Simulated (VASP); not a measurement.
# Nb (Im-3m) in VASP: further runs

The runs below take Nb through single point, relaxation of volume and atoms at fixed shape, with PBEsol.

Everything below comes from runs of VASP 6.6.1. Logs are shortened: lines on timing, memory, paths and dates and some standing lists are left out, and cuts for length are marked.

## 1. The cell of the first run

Symmetry: Im-3m, No. 229, cubic system. Conventional cell: a = 3.268 Å, b = 3.268 Å, c = 3.268 Å, α = 90.00°, β = 90.00°, γ = 90.00°. Within 3.7 Å of Nb (site symmetry m-3m) lie 14 Nb at 2.83 to 3.27 Å.

## 2. Single point, PBEsol

Contents of INCAR:

```
  ALGO = Normal
  EDIFF = 1E-6
  ENCUT = 500
  GGA = PS
  GGA_COMPAT = False
  ISIF = 2
  ISMEAR = 0
  LASPH = True
  LCHARG = False
  LREAL = False
  LWAVE = False
  NBANDS = 12
  NELM = 120
  PREC = Accurate
  SIGMA = 0.02
```

Contents of KPOINTS:

```
k-points
0
Gamma
  9 9 9
```

Contents of POSCAR:

```
Nb
1.0
   -1.6339843933      1.6339843933      1.6339843933
    1.6339843933     -1.6339843933      1.6339843933
    1.6339843933      1.6339843933     -1.6339843933
Nb
1
Direct
    0.0000000000      0.0000000000      0.0000000000
```

Potentials or basis: VASP PAW PBE potentials, release 64 (Nb_sv).

On the command line:

```bash
$ cat potpaw_PBE.64/Nb_sv/POTCAR > POTCAR
$ mpirun -np 1 vasp_std > vasp.out
```

OUTCAR:

```text
EDIFF = 1E-6
   ENCUT = 500
   GGA = PS
   ISIF = 2
   ISMEAR = 0
   LASPH = True
   LREAL = False
   NELM = 120
   PREC = Accurate

 ion  position               nearest neighbor table
   1  0.000  0.000  0.000-

  LATTYP: Found a body centered cubic cell.
 ALAT       =     3.2679687866

  Lattice vectors:

 A1 = (  -1.6339843933,   1.6339843933,   1.6339843933)
 A2 = (   1.6339843933,  -1.6339843933,   1.6339843933)
 A3 = (   1.6339843933,   1.6339843933,  -1.6339843933)

Analysis of symmetry for initial positions (statically):
=====================================================================
 Subroutine PRICEL returns:
 Original cell was already a primitive cell.

 Routine SETGRP: Setting up the symmetry group for a
 body centered cubic supercell.

 Subroutine GETGRP returns: Found 48 space group operations
 (whereof 48 operations were pure point group operations)
 out of a pool of 48 trial point group operations.

The static configuration has the point symmetry O_h .

Analysis of symmetry for dynamics (positions and initial velocities):
=====================================================================
 Subroutine PRICEL returns:
 Original cell was already a primitive cell.

 Routine SETGRP: Setting up the symmetry group for a
 body centered cubic supercell.

 Subroutine GETGRP returns: Found 48 space group operations
 (whereof 48 operations were pure point group operations)
 out of a pool of 48 trial point group operations.

The dynamic configuration has the point symmetry O_h .

 Subroutine INISYM returns: Found 48 space group operations
 (whereof 48 operations are pure point group operations),
 and found     1 'primitive' translations

----------------------------------------------------------------------------------------

                                     Primitive cell

  volume of cell :      17.4503

  direct lattice vectors                    reciprocal lattice vectors
    -1.633984393  1.633984393  1.633984393     0.000000000  0.306000475  0.306000475
     1.633984393 -1.633984393  1.633984393     0.306000475  0.000000000  0.306000475
     1.633984393  1.633984393 -1.633984393     0.306000475  0.306000475  0.000000000

  length of vectors
     2.830143988  2.830143988  2.830143988     0.432750021  0.432750021  0.432750021

  position of ions in fractional coordinates (direct lattice)
     0.000000000  0.000000000  0.000000000

  ion indices of the primitive-cell ions
   primitive index   ion index
                 1           1

----------------------------------------------------------------------------------------

 KPOINTS: k-points

Automatic generation of k-mesh.
 Grid dimensions read from file:
 generate k-points for:    9    9    9

 Generating k-lattice:

  Cartesian coordinates                     Fractional coordinates (reciprocal lattice)
     0.000000000  0.034000053  0.034000053     0.111111111  0.000000000  0.000000000
     0.034000053  0.000000000  0.034000053     0.000000000  0.111111111  0.000000000
     0.034000053  0.034000053  0.000000000     0.000000000  0.000000000  0.111111111

  Length of vectors
     0.048083336  0.048083336  0.048083336

  Shift w.r.t. Gamma in fractional coordinates (k-lattice)
     0.000000000  0.000000000  0.000000000

 Subroutine IBZKPT returns following result:
 ===========================================

 Found     35 irreducible k-points:

 Following reciprocal coordinates:
            Coordinates               Weight
  0.000000  0.000000  0.000000      1.000000
  0.111111  0.000000  0.000000     12.000000
  0.222222  0.000000  0.000000     12.000000
  0.333333  0.000000  0.000000     12.000000
  0.444444  0.000000  0.000000     12.000000
  0.111111  0.111111  0.000000     24.000000
[... 16 lines left out ...]
 -0.333333  0.444444  0.111111     48.000000
 -0.444444 -0.444444  0.111111     24.000000
 [... further k-points ...]
   k-points           NKPTS =     35   k-points in BZ     NKDIM =     35   number of bands    NBANDS=     12
   number of dos      NEDOS =    301   number of ions     NIONS =      1
   total plane-waves  NPLWV =  13824
   dimension x,y,z NGX =    24 NGY =   24 NGZ =   24
   dimension x,y,z NGXF=    48 NGYF=   48 NGZF=   48
   ions per type =               1
   NGX,Y,Z   is equivalent  to a cutoff of  14.10, 14.10, 14.10 a.u.
   NGXF,Y,Z  is equivalent  to a cutoff of  28.20, 28.20, 28.20 a.u.
 SYSTEM =  unknown system
   PREC   = accura    normal or accurate (medium, high low for compatibility)
   ISTART =      0    job   : 0-new  1-cont  2-samecut
   ICHARG =      2    charge: 1-file 2-atom 10-const
   ISPIN  =      1    spin polarized calculation?
   LNONCOLLINEAR =      F non collinear calculations
   LSORBIT =      F    spin-orbit coupling
   LASPH  =      T    aspherical Exc in radial PAW
   ENCUT  =  500.0 eV  36.75 Ry    6.06 a.u.   5.16  5.16  5.16*2*pi/ulx,y,z
   NELM   =    120;   NELMIN=  2; NELMDL= -5     # of ELM steps
   EDIFF  = 0.1E-05   stopping-criterion for ELM
   LREAL  =      F    real-space projection
   EDIFFG = 0.1E-04   stopping-criterion for IOM
   NSW    =      0    number of steps for IOM
   IBRION =     -1    ionic relax: 0-MD 1-quasi-New 2-CG
   NFREE  =      0    steps in history (QN), initial steepest desc. (CG)
   ISIF   =      2    stress and relaxation
   ISYM   =      2    0-nonsym 1-usesym 2-fastsym
   POTIM  = 0.5000    time-step for ionic-motion
   TEBEG  =    0.0;   TEEND  =   0.0 temperature during run
   PSTRESS=    0.0 pullay stress
   NELECT =      13.0000    total number of electrons
   NUPDOWN=      -1.0000    fix difference up-down
   EMIN   =  10.00;   EMAX   =-10.00  energy-range for DOS
   EFERMI =   0.00;   METHOD = LEGACY
   ISMEAR =     0;   SIGMA  =   0.02  broadening in eV -4-tet -1-fermi 0-gaus
   EFERMI_NEDOS =   21; number of points for ismear=-14 and -15
   IALGO  =     38    algorithm
   IMIX   =      4    mixing-type and parameters
     AMIX     =   0.40;   BMIX     =  1.00
     AMIX_MAG =   1.60;   BMIX_MAG =  1.00
  volume/ion in A,a.u.               =      17.45       117.76
  Fermi-wavevector in a.u.,A,eV,Ry     =   1.484071  2.804488 29.966384  2.202467
  Thomas-Fermi vector in A             =   2.597654
   LORBIT       =      0    0 simple, 1 ext, 2 COOP (PROOUT), +10 PAW based schemes
   GGA     = PS    functional components
   LHFCALC =     F    Hartree Fock is set to
   AEXX    =    0.0000 exact exchange contribution
   IVDW    =     0    specifies the selected vdW correction
   LEPSILON=     F    determine dielectric tensor
   LRPA    =     F    only Hartree local field effects (RPA)
 non-spin polarized calculation
 Gauss-broadening in eV      SIGMA  =   0.02
  energy-cutoff  :      500.00
  volume of cell :       17.45
 maximum number of plane-waves:       454
 NGX is ok and might be reduce to    24
   NGX = 11   NGY = 11   NGZ = 11

 number of electron      13.0000001 magnetization

 Free energy of the ion-electron system (eV)
  ---------------------------------------------------
  ext. energy  EPLUGINS =         0.00000000
  ---------------------------------------------------
  free energy    TOTEN  =       -10.96194677 eV

  energy without entropy =      -10.96130613  energy(sigma->0) =      -10.96162645

 E-fermi :  11.5036     XC(G=0): -12.7929

 val. band max:       11.4744297504   @ k =  -0.2222   0.3333   0.1111
 cond. band min:      11.5132694303   @ k =   0.3333   0.2222   0.0000
 fundamental gap:      0.0388396799
 Fermi energy:        11.5036373164

 k-point     1 :       0.0000    0.0000    0.0000
  band No.  band energies     occupation
      1     -42.7278      2.00000
      2     -17.9720      2.00000
      3     -17.9720      2.00000
      4     -17.9720      2.00000
      5       5.4646      2.00000
      6      11.8539      0.00000
      7      11.8539      0.00000
      8      11.8539      0.00000
      9      14.8704      0.00000
     10      14.8704      0.00000
     11      25.7897      0.00000
     12      25.7897      0.00000

 k-point     2 :       0.1111    0.0000    0.0000
  band No.  band energies     occupation
      1     -42.6956      2.00000
      2     -18.1626      2.00000
      3     -18.0296      2.00000
      4     -17.9738      2.00000
      5       5.9796      2.00000
      6      11.5395      0.01121
      7      11.7532      0.00000
      8      12.3604      0.00000
      9      14.4554      0.00000
     10      14.8756      0.00000
     11      26.1855      0.00000
     12      26.6892      0.00000

 k-point     3 :       0.2222    0.0000    0.0000
  band No.  band energies     occupation
      1     -42.6133      2.00000
      2     -18.6270      2.00000
      3     -18.1726      2.00000
      4     -17.9784      2.00000
      5       7.1737      2.00000
      6      10.8429      2.00000
      7      11.3977      2.00000
      8      13.8012      0.00000
      9      14.2646      0.00000
     10      14.9747      0.00000
     11      26.2998      0.00000
     12      28.0578      0.00000

 k-point     4 :       0.3333    0.0000    0.0000
  band No.  band energies     occupation
      1     -42.5180      2.00000
      2     -19.1275      2.00000
      3     -18.3309      2.00000
      4     -17.9839      2.00000
      5       7.8198      2.00000
      6      10.1733      2.00000
      7      11.9661      0.00000
      8      14.6912      0.00000
      9      15.2586      0.00000
     10      15.8936      0.00000
     11      24.7714      0.00000
     12      26.3083      0.00000

 k-point     5 :       0.4444    0.0000    0.0000
  band No.  band energies     occupation
      1     -42.4548      2.00000
      2     -19.4407      2.00000
      3     -18.4318      2.00000
      4     -17.9875      2.00000
      5       7.6637      2.00000
      6       9.7864      2.00000
      7      13.5598      0.00000
      8      14.9631      0.00000
      9      15.5813      0.00000
     10      17.8368      0.00000
     11      23.4026      0.00000
     12      24.3507      0.00000
[... 228 lines left out ...]
      1     -42.5022      2.00000
      2     -18.9294      2.00000
      3     -18.4153      2.00000
      4     -18.2019      2.00000
      5       8.6072      2.00000
      6      10.4769      2.00000
      7      11.4744      1.96110
      8      12.9938      0.00000
      9      15.0513      0.00000
     10      16.2711      0.00000
     11      25.7797      0.00000
     12      28.4673      0.00000

 k-point    22 :      -0.4444    0.4444    0.1111
  band No.  band energies     occupation
      1     -42.4320      2.00000
      2     -19.3887      2.00000
      3     -18.4994      2.00000
      4     -18.1144      2.00000
      5       8.0705      2.00000
      6      10.3200      2.00000
      7      11.9750      0.00000
      8      14.0584      0.00000
      9      17.1365      0.00000
     10      17.7207      0.00000
     11      24.0021      0.00000
     12      25.2151      0.00000

 k-point    23 :      -0.3333    0.4444    0.1111
  band No.  band energies     occupation
      1     -42.4283      2.00000
      2     -19.2133      2.00000
      3     -18.6048      2.00000
      4     -18.2121      2.00000
      5       8.8258      2.00000
      6      10.2385      2.00000
      7      11.2720      2.00000
      8      13.7307      0.00000
      9      16.0656      0.00000
     10      18.1695      0.00000
     11      24.4858      0.00000
     12      26.9235      0.00000

 k-point    24 :      -0.4444   -0.4444    0.1111
  band No.  band energies     occupation
      1     -42.3988      2.00000
      2     -19.3251      2.00000
      3     -18.6811      2.00000
      4     -18.2113      2.00000
      5       8.6244      2.00000
      6      10.5831      2.00000
      7      11.0247      2.00000
      8      13.8523      0.00000
      9      16.8734      0.00000
     10      19.8518      0.00000
     11      23.1326      0.00000
     12      25.7321      0.00000

 [... further k-points ...]
[... 5 lines left out ...]
  --------------------------------------------------------------------------------------
  -------------------------------------------------------------------------------------
  Total       -0.0416507     -0.0416507     -0.0416507      0.0000000      0.0000000     -0.0000000
  in kB       -3.8240982     -3.8240982     -3.8240982      0.0000000      0.0000000     -0.0000000
  external PRESSURE =      -3.8240982 kB  Pullay stress =       0.0000000 kB

 VOLUME and BASIS-vectors are now :
 -----------------------------------------------------------------------------
  energy-cutoff  :      500.00
  volume of cell :       17.45
      direct lattice vectors                 reciprocal lattice vectors
    -1.633984393  1.633984393  1.633984393     0.000000000  0.306000475  0.306000475
     1.633984393 -1.633984393  1.633984393     0.306000475  0.000000000  0.306000475
     1.633984393  1.633984393 -1.633984393     0.306000475  0.306000475  0.000000000

 POSITION                                       TOTAL-FORCE (eV/Angst)
 -----------------------------------------------------------------------------------
      0.00000      0.00000      0.00000         0.000000     -0.000000      0.000000
 -----------------------------------------------------------------------------------
    total drift:                                0.000000      0.000000      0.000000

  FREE ENERGIE OF THE ION-ELECTRON SYSTEM (eV)
  ---------------------------------------------------
  free  energy   TOTEN  =       -10.9619467680 eV

  energy  without entropy=      -10.9613061252  energy(sigma->0) =      -10.96162645
```

Wall time 13 s (1 thread of Intel Xeon 8259CL, shared host); peak memory 0.14 GiB.

Results:

- Free energy: -10.9619 eV
- Pressure: -0.4 GPa

Caveat: the PAW data sets were made with another functional, which shifts forces and pressure a little.

## 3. Relaxation of volume and atoms at fixed shape, PBEsol

This run uses another cell than the first one, of 18.43 Å³/atom, 1.056 times its volume.

Contents of INCAR:

```
  PREC = Accurate
  ENCUT = 500
  EDIFF = 1E-7
  ISMEAR = 0
  SIGMA = 0.02
  LREAL = False
  LASPH = True
  NELM = 120
  ALGO = Normal
  ISIF = 8
  LWAVE = False
  LCHARG = False
  GGA = PS
  IBRION = 2
  NSW = 60
  EDIFFG = -0.02
  GGA_COMPAT = False
  NELMIN = 4
```

Contents of KPOINTS:

```
Automatic mesh
0
Gamma
  9 9 9
```

Contents of POSCAR:

```
Nb
1.0
   -1.6639500000      1.6639500000      1.6639500000
    1.6639500000     -1.6639500000      1.6639500000
    1.6639500000      1.6639500000     -1.6639500000
Nb
1
Direct
    0.0000000000      0.0000000000      0.0000000000
```

Potentials or basis: VASP PAW PBE potentials, release 64 (Nb_sv).

On the command line:

```bash
$ cat potpaw_PBE.64/Nb_sv/POTCAR > POTCAR
$ mpirun -np 1 vasp_std > vasp.out
```

Run time: 35 s. Hardware: 1 thread of Intel Xeon 8259CL, shared host; peak memory 0.15 GiB.

Results (log left out):

* Free energy: -10.9631 eV
* Relaxed volume: 17.42 Å³/atom
* Relaxed cell: a = 2.829 Å, b = 2.829 Å, c = 2.829 Å, α = 109.47°, β = 109.47°, γ = 109.47°
* Space group after relaxing (to 0.05 Å): Im-3m (No. 229)
* Energy gained by relaxing: 29.8 meV/atom
* Ionic steps: 4
* Pressure after relaxing: 0.0 GPa

The path:
```csv
step,energy change (eV),largest force (eV/Å),pressure (GPa),volume (Å³)
1,0.0000,0.0000,-9.04,18.43
2,0.0739,0.0000,22.64,15.79
3,-0.0298,0.0000,-0.24,17.44
4,-0.0298,0.0000,-0.01,17.42
```

Final structure:
```yaml
crystal:
  lattice:
    - [-1.63311, 1.63311, 1.63311]
    - [1.63311, -1.63311, 1.63311]
    - [1.63311, 1.63311, -1.63311]
  atoms:
    - { symbol: Nb, position: [0.00000, 0.00000, 0.00000] }
```

Levels at points of the mesh, in eV from the Fermi level:
| k point | band 3 | band 4 | band 5 | band 6 | band 7 | band 8 | band 9 | band 10 |
| --- | --- | --- | --- | --- | --- | --- | --- | --- |
| (0.00, 0.00, 0.00) | -29.47 | -29.47 | -6.04 | 0.35 | 0.35 | 0.35 | 3.37 | 3.37 |

Caveat: the PAW data sets were made with another functional, which shifts forces and pressure a little.
